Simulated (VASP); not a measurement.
Here is a VASP 6.6.1 calculation.

The input INCAR:

```
SYSTEM = Si2Ni
PREC = Accurate ; ENCUT = 520
EDIFF = 1E-6 ; ISMEAR = 0
SIGMA = 0.1 ; LREAL = .FALSE.
LASPH = .TRUE. ; NELM = 100
ALGO = Normal ; ISIF = 2
LWAVE = .FALSE. ; LCHARG = .TRUE.
GGA = PS ; LELF = .TRUE.
LVHAR = .TRUE. ; NBANDS = 16
```

File KPOINTS:

```
Automatic mesh
0
G
  14 14 14
  0 0 0
```

The input POSCAR:

```
Si2Ni
1.0
    0.0000000000      2.6956709847      2.6956709847
    2.6956709847      0.0000000000      2.6956709847
    2.6956709847      2.6956709847      0.0000000000
Si Ni
2 1
Direct
    0.2500000000      0.2500000000      0.2500000000
    0.7500000000      0.7500000000      0.7500000000
    0.0000000000      0.0000000000      0.0000000000
```

Potentials or basis: VASP PAW PBE potentials, release 64 (Si, Ni).

Run with:

```bash
$ cat potpaw_PBE.64/Si/POTCAR potpaw_PBE.64/Ni/POTCAR > POTCAR
$ mpirun -np 1 vasp_std > vasp.out
```

Estimate the pressure.

0.1 GPa.

What does it give for the band gap on the k mesh?

Zero (bands 9 and 10 overlap by 2.13 eV).

Caveat: the PAW data sets were made with another functional, which shifts forces and pressure a little. Spin polarisation is off, so any magnetic state and its effect on volume and gap are missing.
